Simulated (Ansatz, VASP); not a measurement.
# C in VASP and in Ansatz

File INCAR:

```
PREC     = Accurate       # precision mode
ENCUT    = 600            # plane-wave cutoff, eV
EDIFF    = 1E-6           # SCF threshold, eV
ISMEAR   = 0              # smearing method
SIGMA    = 0.15           # smearing width, eV
LREAL    = F              # projectors in reciprocal space
LASPH    = T              # aspherical terms in the spheres
NELM     = 120            # most SCF steps
ALGO     = Normal         # electronic algorithm
ISIF     = 2              # what is computed and relaxed
LWAVE    = F              # write WAVECAR
LCHARG   = F              # write CHGCAR
GGA      = PE             # functional
IVDW     = 12             # dispersion correction
NBANDS   = 16             # bands
GGA_COMPAT= F
```

File KPOINTS:

```
Automatic mesh
0
Gamma
  21 21 8
```

Contents of POSCAR:

```
C
1.0
    2.4890214468      0.0000000000      0.0000000000
   -1.2445107234      2.1555558035      0.0000000000
    0.0000000000      0.0000000000      6.2148376505
C
4
Direct
    0.0000000000      0.0000000000      0.0025000000
    0.0000000000      0.0000000000      0.5025000000
    0.3333333333      0.6666666667      0.0025000000
    0.6666666667      0.3333333333      0.5025000000
```

Input for Ansatz:

```yaml
crystal:
  lattice:
    - [2.4890214468, 0.0, 0.0]
    - [-1.2445107234, 2.1555558035, 0.0]
    - [0.0, 0.0, 6.2148376505]
  atoms:
    - { symbol: C, position: [0.0, 0.0, 0.0025] }
    - { symbol: C, position: [0.0, 0.0, 0.5025] }
    - { symbol: C, position: [0.3333333333, 0.6666666667, 0.0025] }
    - { symbol: C, position: [0.6666666667, 0.3333333333, 0.5025] }
basis:
  ecutwfc: 520.0
kpoints:
  mp_grid: { grid: [21, 21, 8] }
hamiltonian:
  xc: pbe
  pseudopotentials: { kind: paw, azcp: { folder: soft_1 } }
  dispersion: d3bj
scf:
  occupations: { method: gaussian, width: 0.15 }
output:
  forces: true
  stress: true
  eigenvalues: true
```

Alike in both runs: task single point; functional PBE; dispersion D3(BJ); k mesh 21 × 21 × 8; occupations gaussian, width 0.15 eV; no spin polarisation.

```csv
,VASP,Ansatz
version,VASP 6.6.1,Ansatz 0.2.0
potentials or method,"VASP PAW PBE potentials, release 64 (C), cutoff 600 eV","scalar-relativistic, plane waves, PAW"
valence electrons in the cell,16,16
```

```tsv
	VASP	Ansatz	Ansatz less VASP
gap on the k mesh at the Fermi level (eV)	none	none	-
pressure (GPa)	-7.5	-7.5	-0.01
traceless stress, the component that is largest in VASP (GPa)	11.60	11.96	+0.358
```

A gap of «none» marks a metal or a gap that the smearing closes.
